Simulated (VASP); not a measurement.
# BeSe3 (P1) in VASP: further runs

BeSe3 is run at these levels: PBE; tasks: single point.

All numbers are computed with VASP 6.6.1; they aren't measurements. Logs are shortened: lines on timing, memory, paths and dates and some standing lists are left out, and cuts for length are marked.

### 1 The cell of the first run

The typed cell holds 8 atoms: a = 5.225 Å, b = 5.226 Å, c = 7.546 Å, α = 83.64°, β = 84.20°, γ = 89.97°.

### 2 Single point, PBE

INCAR reads:

```
SYSTEM = BeSe3
PREC = Accurate
ENCUT = 520
EDIFF = 1E-6
ISMEAR = 0
SIGMA = 0.1
LREAL = .FALSE.
LASPH = .TRUE.
NELM = 100
ALGO = Normal
ISIF = 2
LWAVE = .FALSE.
LCHARG = .TRUE.
GGA = PE
LELF = .TRUE.
LVHAR = .TRUE.
NBANDS = 30
```

KPOINTS reads:

```
regular mesh
0
G
  4 4 2
  0 0 0
```

POSCAR reads:

```
BeSe3
1.0
   -5.2213502590     -0.0033644482      0.1994349269
   -0.0034031503     -5.2246377097     -0.0994636653
   -0.4768738331     -0.9778472185      7.4674175854
Be Se
2 6
Direct
    0.0030897040      0.0021774467      0.0001678610
    0.5023659532      0.5024655810      0.0001582771
    0.2624511615      0.2938347458      0.8307352160
    0.7914299542      0.7647809023      0.8307844566
    0.7122670471      0.2095079123      0.1678026111
    0.2396763147      0.7367902506      0.1682991270
    0.9459603161      0.4428654072      0.3555913557
    0.5427595493      0.0475777540      0.6464610955
```

Potentials or basis: VASP PAW PBE potentials, release 64 (Be, Se).

Command:

```sh
$ cat potpaw_PBE.64/Be/POTCAR potpaw_PBE.64/Se/POTCAR > POTCAR
$ mpirun -np 1 vasp_std > vasp.out
```

OUTCAR:

```text
SYSTEM = BeSe3
   PREC = Accurate
   ENCUT = 520
   EDIFF = 1E-6
   ISMEAR = 0
   LREAL = .FALSE.
   LASPH = .TRUE.
   NELM = 100
   ISIF = 2
   GGA = PE

 ion  position               nearest neighbor table
   1  0.003  0.002  0.000-   6 2.23   5 2.24   3 2.24   4 2.24
   2  0.502  0.502  0.000-   6 2.23   5 2.24   4 2.24   3 2.24
   3  0.262  0.294  0.831-   1 2.24   2 2.24   8 2.39
   4  0.791  0.765  0.831-   2 2.24   1 2.24   8 2.39
   5  0.712  0.210  0.168-   2 2.24   1 2.24   7 2.39
   6  0.240  0.737  0.168-   2 2.23   1 2.23   7 2.41
   7  0.946  0.443  0.356-   5 2.39   6 2.41
   8  0.543  0.048  0.646-   4 2.39   3 2.39

  LATTYP: Found a triclinic cell.
 ALAT       =     7.5462519989
 B/A-ratio  =     0.6924742904
 C/A-ratio  =     0.6924177416
 COS(alpha) =     0.0005680575
 COS(beta)  =     0.1010003111
 COS(gamma) =     0.1107630361

  Lattice vectors:

 A1 = (   0.4768738331,   0.9778472185,  -7.4674175854)
 A2 = (   0.0034031503,   5.2246377097,   0.0994636653)
 A3 = (   5.2213502590,   0.0033644482,  -0.1994349269)

Analysis of symmetry for initial positions (statically):
=====================================================================
 Subroutine PRICEL returns:
 Original cell was already a primitive cell.

 Routine SETGRP: Setting up the symmetry group for a
 triclinic supercell.

 Subroutine GETGRP returns: Found  1 space group operations
 (whereof  1 operations were pure point group operations)
 out of a pool of  2 trial point group operations.

The static configuration has the point symmetry C_1 .

Analysis of symmetry for dynamics (positions and initial velocities):
=====================================================================
 Subroutine PRICEL returns:
 Original cell was already a primitive cell.

 Routine SETGRP: Setting up the symmetry group for a
 triclinic supercell.

 Subroutine GETGRP returns: Found  1 space group operations
 (whereof  1 operations were pure point group operations)
 out of a pool of  2 trial point group operations.

The dynamic configuration has the point symmetry C_1 .

 Subroutine INISYM returns: Found  1 space group operations
 (whereof  1 operations are pure point group operations),
 and found     1 'primitive' translations

----------------------------------------------------------------------------------------

                                     Primitive cell

  volume of cell :     203.7200

  direct lattice vectors                    reciprocal lattice vectors
    -5.221350259 -0.003364448  0.199434927    -0.191988084  0.000357571 -0.012213653
    -0.003403150 -5.224637710 -0.099463665    -0.000833954 -0.190923317 -0.025054381
    -0.476873833 -0.977847219  7.467417585     0.005116385 -0.002552589  0.133907581

  length of vectors
     5.225158767  5.225585498  7.546251999     0.192376520  0.192562017  0.134029599

  position of ions in fractional coordinates (direct lattice)
     0.003089704  0.002177447  0.000167861
     0.502365953  0.502465581  0.000158277
     0.262451162  0.293834746  0.830735216
     0.791429954  0.764780902  0.830784457
     0.712267047  0.209507912  0.167802611
     0.239676315  0.736790251  0.168299127
     0.945960316  0.442865407  0.355591356
     0.542759549  0.047577754  0.646461096

  ion indices of the primitive-cell ions
   primitive index   ion index
                 1           1
                 2           2
                 3           3
                 4           4
                 5           5
                 6           6
                 7           7
                 8           8

----------------------------------------------------------------------------------------

 KPOINTS: regular mesh

Automatic generation of k-mesh.
 Grid dimensions read from file:
 generate k-points for:    4    4    2

 Generating k-lattice:

  Cartesian coordinates                     Fractional coordinates (reciprocal lattice)
    -0.047997021  0.000089393 -0.003053413     0.250000000 -0.000000000  0.000000000
    -0.000208489 -0.047730829 -0.006263595     0.000000000  0.250000000  0.000000000
     0.002558192 -0.001276294  0.066953791    -0.000000000  0.000000000  0.500000000

  Length of vectors
     0.048094130  0.048140504  0.067014800

  Shift w.r.t. Gamma in fractional coordinates (k-lattice)
     0.000000000  0.000000000  0.000000000

 Subroutine IBZKPT returns following result:
 ===========================================

 Found     20 irreducible k-points:

 Following reciprocal coordinates:
            Coordinates               Weight
  0.000000  0.000000  0.000000      1.000000
  0.250000  0.000000  0.000000      2.000000
  0.500000  0.000000  0.000000      1.000000
  0.000000  0.250000  0.000000      2.000000
  0.250000  0.250000  0.000000      2.000000
  0.500000  0.250000  0.000000      2.000000
[... 12 lines left out ...]
  0.250000  0.500000  0.500000      2.000000
  0.500000  0.500000  0.500000      1.000000
   k-points           NKPTS =     20   k-points in BZ     NKDIM =     20   number of bands    NBANDS=     30
   number of dos      NEDOS =    301   number of ions     NIONS =      8
   total plane-waves  NPLWV =  89600
   dimension x,y,z NGX =    40 NGY =   40 NGZ =   56
   dimension x,y,z NGXF=    80 NGYF=   80 NGZF=  112
   ions per type =               2   6
   NGX,Y,Z   is equivalent  to a cutoff of  12.73, 12.73, 12.34 a.u.
   NGXF,Y,Z  is equivalent  to a cutoff of  25.45, 25.45, 24.67 a.u.
 SYSTEM =  BeSe3
   PREC   = accura    normal or accurate (medium, high low for compatibility)
   ISTART =      0    job   : 0-new  1-cont  2-samecut
   ICHARG =      2    charge: 1-file 2-atom 10-const
   ISPIN  =      1    spin polarized calculation?
   LNONCOLLINEAR =      F non collinear calculations
   LSORBIT =      F    spin-orbit coupling
   LASPH  =      T    aspherical Exc in radial PAW
   ENCUT  =  520.0 eV  38.22 Ry    6.18 a.u.   9.72  9.72 14.03*2*pi/ulx,y,z
   NELM   =    100;   NELMIN=  2; NELMDL= -5     # of ELM steps
   EDIFF  = 0.1E-05   stopping-criterion for ELM
   LREAL  =      F    real-space projection
   EDIFFG = 0.1E-04   stopping-criterion for IOM
   NSW    =      0    number of steps for IOM
   IBRION =     -1    ionic relax: 0-MD 1-quasi-New 2-CG
   NFREE  =      0    steps in history (QN), initial steepest desc. (CG)
   ISIF   =      2    stress and relaxation
   ISYM   =      2    0-nonsym 1-usesym 2-fastsym
   POTIM  = 0.5000    time-step for ionic-motion
   TEBEG  =    0.0;   TEEND  =   0.0 temperature during run
   PSTRESS=    0.0 pullay stress
   NELECT =      40.0000    total number of electrons
   NUPDOWN=      -1.0000    fix difference up-down
   EMIN   =  10.00;   EMAX   =-10.00  energy-range for DOS
   EFERMI =   0.00;   METHOD = LEGACY
   ISMEAR =     0;   SIGMA  =   0.10  broadening in eV -4-tet -1-fermi 0-gaus
   EFERMI_NEDOS =   21; number of points for ismear=-14 and -15
   IALGO  =     38    algorithm
   IMIX   =      4    mixing-type and parameters
     AMIX     =   0.40;   BMIX     =  1.00
     AMIX_MAG =   1.60;   BMIX_MAG =  1.00
  volume/ion in A,a.u.               =      25.46       171.85
  Fermi-wavevector in a.u.,A,eV,Ry     =   0.951518  1.798108 12.318527  0.905386
  Thomas-Fermi vector in A             =   2.079995
   LORBIT       =      0    0 simple, 1 ext, 2 COOP (PROOUT), +10 PAW based schemes
   GGA     = PE    functional components
   LHFCALC =     F    Hartree Fock is set to
   AEXX    =    0.0000 exact exchange contribution
   IVDW    =     0    specifies the selected vdW correction
   LEPSILON=     F    determine dielectric tensor
   LRPA    =     F    only Hartree local field effects (RPA)
 non-spin polarized calculation
 Gauss-broadening in eV      SIGMA  =   0.10
  energy-cutoff  :      520.00
  volume of cell :      203.72
 maximum number of plane-waves:      5504
 NGX is ok and might be reduce to    40
   NGX = 19   NGY = 19   NGZ = 29

 number of electron      39.9999998 magnetization

 Free energy of the ion-electron system (eV)
  ---------------------------------------------------
  ext. energy  EPLUGINS =         0.00000000
  ---------------------------------------------------
  free energy    TOTEN  =       -31.16367572 eV

  energy without entropy =      -31.16367560  energy(sigma->0) =      -31.16367566

 E-fermi :   1.9661     XC(G=0):  -8.3281

 val. band max:        1.6394118525   @ k =   0.5000   0.5000   0.0000
 cond. band min:       2.2871285584   @ k =  -0.0000   0.0000   0.5000
 fundamental gap:      0.6477167059
 Fermi energy:         1.9661451132

 k-point     1 :       0.0000    0.0000    0.0000
  band No.  band energies     occupation
      1     -13.0798      2.00000
      2     -12.4924      2.00000
      3     -10.8189      2.00000
      4     -10.7479      2.00000
      5      -9.7786      2.00000
      6      -8.9651      2.00000
[... 22 lines left out ...]
     29       7.8232      0.00000
     30       8.0396      0.00000

 k-point     2 :       0.2500    0.0000    0.0000
  band No.  band energies     occupation
      1     -12.9448      2.00000
      2     -12.4769      2.00000
      3     -11.0389      2.00000
      4     -10.9483      2.00000
      5      -9.5260      2.00000
      6      -8.9245      2.00000
[... 22 lines left out ...]
     29       7.8157      0.00000
     30       8.3614      0.00000

 k-point     3 :       0.5000    0.0000    0.0000
  band No.  band energies     occupation
      1     -12.7193      2.00000
      2     -12.5383      2.00000
      3     -11.2248      2.00000
      4     -11.1430      2.00000
      5      -9.1826      2.00000
      6      -9.0331      2.00000
[... 550 lines left out ...]
     29       7.9952      0.00000
     30       8.1600      0.00000

 k-point    20 :       0.5000    0.5000    0.5000
  band No.  band energies     occupation
      1     -12.6126      2.00000
      2     -12.4520      2.00000
      3     -11.2346      2.00000
      4     -11.1645      2.00000
      5      -9.3350      2.00000
      6      -9.1883      2.00000
[... 22 lines left out ...]
     29       8.3237      0.00000
     30       8.6356      0.00000

------------------------ aborting loop because EDIFF is reached ----------------------------------------

  FORCE on cell =-STRESS in cart. coord.  units (eV):
  Direction    XX          YY          ZZ          XY          YZ          ZX
  --------------------------------------------------------------------------------------
  -------------------------------------------------------------------------------------
  Total        0.1756662      0.1850116      0.1262104     -0.0125314      0.0015210     -0.0077962
  in kB        1.3815452      1.4550435      0.9925949     -0.0985547      0.0119619     -0.0613144
  external PRESSURE =       1.2763945 kB  Pullay stress =       0.0000000 kB

 VOLUME and BASIS-vectors are now :
 -----------------------------------------------------------------------------
  energy-cutoff  :      520.00
  volume of cell :      203.72
      direct lattice vectors                 reciprocal lattice vectors
    -5.221350259 -0.003364448  0.199434927    -0.191988084  0.000357571 -0.012213653
    -0.003403150 -5.224637710 -0.099463665    -0.000833954 -0.190923317 -0.025054381
    -0.476873833 -0.977847219  7.467417585     0.005116385 -0.002552589  0.133907581

 POSITION                                       TOTAL-FORCE (eV/Angst)
 -----------------------------------------------------------------------------------
     -0.01622     -0.01155      0.00165        -0.002229      0.003984     -0.002977
     -2.62481     -2.62705      0.05139        -0.001169     -0.000864     -0.003484
     -1.76751     -2.34840      6.22656         0.005862     -0.014988     -0.007397
     -4.53112     -4.81075      6.28559        -0.017653      0.007598      0.001659
     -3.79973     -1.26108      1.37426         0.020516      0.017360      0.003692
     -1.33420     -4.01484      1.23128        -0.000681     -0.007304      0.005793
     -5.11027     -2.66471      2.79996        -0.007532     -0.007673      0.025426
     -3.14238     -0.88254      4.93091         0.002886      0.001887     -0.022712
 -----------------------------------------------------------------------------------
    total drift:                                0.000042     -0.000039     -0.000254

  FREE ENERGIE OF THE ION-ELECTRON SYSTEM (eV)
  ---------------------------------------------------
  free  energy   TOTEN  =       -31.1636757153 eV

  energy  without entropy=      -31.1636755955  energy(sigma->0) =      -31.16367566
```

It took 2.1 min on 1 thread of Intel Xeon 8259CL, shared host; peak memory 0.33 GiB.

What came out:

| Property | Result |
| --- | --- |
| Free energy | -31.1637 eV |
| Pressure | 0.1 GPa |
| Largest force | 0.028 eV/Å |
| Band gap on the k mesh | 0.65 eV (least direct gap 0.66 eV) |

Forces in eV/Å, atoms in the order of the input:
```
Be  -0.002  0.004 -0.003
Be  -0.001 -0.001 -0.003
Se   0.006 -0.015 -0.007
Se  -0.018  0.008  0.002
Se   0.021  0.017  0.004
Se  -0.001 -0.007  0.006
Se  -0.008 -0.008  0.025
Se   0.003  0.002 -0.023
```

Caveat: the k points lie up to 0.42 Å⁻¹ apart; semilocal functionals underestimate gaps, and a narrow one can read as zero. A k mesh can miss the band edges.

(Part 1 of 2 ends here.)
